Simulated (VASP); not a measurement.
Set up this calculation in VASP 6.6.1, as the native input.

- Task: single point
- Functional: PBE
- Potentials or basis: VASP PAW PBE potentials, release 64 (Rb_sv, Cl)
- Cutoff: 400 eV
- k mesh: 4 × 4 × 1
- Occupations: gaussian, width 0.15 eV
- Spin: no spin polarisation
- Dipole correction: yes
- Further INCAR settings: ALGO = Normal; EDIFF = 1e-06; NBANDS = 24; NELMDL = -8

The structure of RbCl lies in POSCAR:

```
RbCl
1.0
    4.6301352032      0.0000000000      0.0000000000
    0.0000000000      4.6301352032      0.0000000000
    0.0000000000      0.0000000000     19.2740000000
Rb Cl
2 2
Direct
    0.0000000000      0.0000000000      0.4150669295
    0.5000000000      0.5000000000      0.5849330705
    0.5000000000      0.5000000000      0.4150669295
    0.0000000000      0.0000000000      0.5849330705
```

The input as run:

INCAR

```
PREC = Accurate
ENCUT = 400
EDIFF = 1E-6
ISMEAR = 0
SIGMA = 0.15
LREAL = False
LASPH = True
NELM = 120
ALGO = Normal
ISIF = 2
LWAVE = False
LCHARG = False
LDIPOL = True
IDIPOL = 3
DIPOL = 0.5 0.5 0.500
GGA = PE
NBANDS = 24
GGA_COMPAT = False
NELMDL = -8
```

KPOINTS

```
regular mesh
0
Gamma
  4 4 1
```

Potentials or basis: VASP PAW PBE potentials, release 64 (Rb_sv, Cl).

The run is started by

```sh
$ cat potpaw_PBE.64/Rb_sv/POTCAR potpaw_PBE.64/Cl/POTCAR > POTCAR
$ mpirun -np 1 vasp_std > vasp.out
```

It gave:

* Largest force: 0.045 eV/Å
* Band gap on the k mesh: 4.76 eV, direct

Run time: 71 s on 1 thread of Intel(R) Xeon(R) Platinum 8259CL CPU @ 2.50GHz (Skylake/Cascade Lake) (shared host), peak memory 0.32 GiB.
